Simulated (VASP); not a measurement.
Input of a VASP 6.6.1 run:

Contents of INCAR:

```
PREC = Accurate
ENCUT = 500
EDIFF = 1E-6
ISMEAR = -1
SIGMA = 0.1
LREAL = False
LASPH = True
NELM = 120
ALGO = Normal
ISIF = 2
LWAVE = False
LCHARG = True
GGA = PE
LELF = True
LVHAR = True
NBANDS = 15
GGA_COMPAT = False
```

KPOINTS

```
Automatic mesh
0
Gamma
  3 3 3
```

File POSCAR:

```
CaS
1.0
    0.0000000000      2.8523742917      2.8523742917
    2.8523742917      0.0000000000      2.8523742917
    2.8523742917      2.8523742917      0.0000000000
Ca S
1 1
Direct
    0.0000000000      0.0000000000      0.0000000000
    0.5000000000      0.5000000000      0.5000000000
```

Potentials or basis: VASP PAW PBE potentials, release 64 (Ca_sv, S).

Run with:

```sh
$ cat potpaw_PBE.64/Ca_sv/POTCAR potpaw_PBE.64/S/POTCAR > POTCAR
$ mpirun -np 1 vasp_std > vasp.out
```

(1) Predict the pressure.

(2) What does it give for the band gap on the k mesh?

Results:

(1) 0.8 GPa.

(2) 2.68 eV (least direct gap 3.37 eV).

Caveat: the k points lie up to 0.64 Å⁻¹ apart; an odd mesh through Γ misses points on the zone boundary, where band edges can lie.
